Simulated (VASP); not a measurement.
A run of VASP 6.6.1 is set up as follows.

File INCAR:

```
  PREC = Accurate
  ENCUT = 600
  EDIFF = 1E-6
  ISMEAR = -1
  SIGMA = 0.1
  LREAL = False
  LASPH = True
  NELM = 60
  ALGO = Normal
  ISIF = 4
  LWAVE = False
  LCHARG = False
  GGA = CA
  IBRION = 2
  NSW = 50
  EDIFFG = -0.005
```

Contents of KPOINTS:

```
Automatic mesh
0
Gamma
  15 15 8
```

File POSCAR:

```
Cl
1.0
    2.8672992184      0.0000000000      0.0000000000
   -1.4336496092      2.4831539634      0.0000000000
    0.0000000000      0.0000000000      3.2841591896
Cl
2
Direct
    0.3333333333      0.6666666667      0.2500000000
    0.6666666667      0.3333333333      0.7500000000
```

Potentials or basis: VASP PAW LDA potentials, release 64 (Cl).

Launch:

```sh
$ cat potpaw_LDA.64/Cl/POTCAR > POTCAR
$ mpirun -np 1 vasp_std > vasp.out
```

(1) Predict the band gap on the k mesh.

## Answers

(1) zero (band 7 reaches 12.52 eV, above the bottom of band 8 at 8.10 eV).
